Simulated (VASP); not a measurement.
Input of a VASP 6.6.1 run:

The input INCAR:

```
PREC = Accurate
ENCUT = 400
EDIFF = 1E-8
ISMEAR = -1
SIGMA = 0.03
LREAL = F
LASPH = T
NELM = 120
ALGO = Normal
ISIF = 2
LWAVE = F
LCHARG = F
GGA = PS
LEFG = T
NBANDS = 14
GGA_COMPAT = F
```

The input KPOINTS:

```
regular mesh
0
Gamma
  8 8 8
```

The input POSCAR:

```
NaCl
1.0
    0.0000000000      2.8317500000      2.8317500000
    2.8317500000      0.0000000000      2.8317500000
    2.8317500000      2.8317500000      0.0000000000
Na Cl
1 1
Direct
    0.0000000000      0.0000000000      0.0000000000
    0.5000000000      0.5000000000      0.5000000000
```

Potentials or basis: VASP PAW PBE potentials, release 64 (Na_pv, Cl).

Launch:

```sh
$ cat potpaw_PBE.64/Na_pv/POTCAR potpaw_PBE.64/Cl/POTCAR > POTCAR
$ mpirun -np 1 vasp_std > vasp.out
```

Task: What does it give for the pressure?

Result: -0.9 GPa.

Task: Predict the band gap on the k mesh.

Result: 4.89 eV.

Caveat: the PAW data sets were made with another functional, which shifts forces and pressure a little. A k mesh can miss the band edges.
